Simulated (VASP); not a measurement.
A run of VASP 6.6.1 is set up as follows.

POSCAR

```
MgO
1.0
    3.4841042127      0.0000000000      0.0000000000
   -1.7420521064      3.0173227576      0.0000000000
    0.0000000000      0.0000000000      4.1856875957
Mg O
2 2
Direct
    0.6666666667      0.3333333333      0.7500000000
    0.3333333333      0.6666666667      0.2500000000
    0.6293819580      0.2587639160      0.2500000000
    0.2960486247      0.5920972493      0.7500000000
```

The input INCAR.step1:

```
SYSTEM = MgO
PREC = Accurate
ENCUT = 520
ISMEAR = 0
SIGMA = 0.05
LREAL = .FALSE.
LASPH = .TRUE.
NELM = 60
NBANDS = 16
GGA = PE
ALGO = Normal
EDIFF = 1E-4
LWAVE = .TRUE.
LCHARG = .FALSE.
```

File INCAR.step2:

```
SYSTEM = MgO
PREC = Accurate
ENCUT = 520
EDIFF = 1E-6
ISMEAR = 0
SIGMA = 0.05
LREAL = .FALSE.
LASPH = .TRUE.
NELM = 60
ALGO = Normal
ISIF = 2
LWAVE = .FALSE.
LCHARG = .FALSE.
METAGGA = R2SCAN
LMIXTAU = .TRUE.
NBANDS = 16
ISTART = 1
```

Contents of KPOINTS:

```
regular mesh
0
G
  6 6 6
  0 0 0
```

Potentials or basis: VASP PAW PBE potentials, release 64 (Mg, O).

Launch:

```bash
$ cat potpaw_PBE.64/Mg/POTCAR potpaw_PBE.64/O/POTCAR > POTCAR
$ cp INCAR.step1 INCAR
$ mpirun -np 1 vasp_std > vasp.out
$ cp INCAR.step2 INCAR
$ mpirun -np 1 vasp_std > vasp.out
```

(1) What does it give for the pressure?

(2) What does it give for the largest force?

(3) Predict the band gap on the k mesh.

Results:

(1) 4.1 GPa.

(2) 3.277 eV/Å.

(3) 4.04 eV, direct.

Caveat: the cell differs from its parent crystal (all O atoms moved +0.225 Å, as atom 3 towards its neighbour atom 2 (Mg) at 2.012 Å); the PAW data sets were made with another functional, which shifts forces and pressure a little.
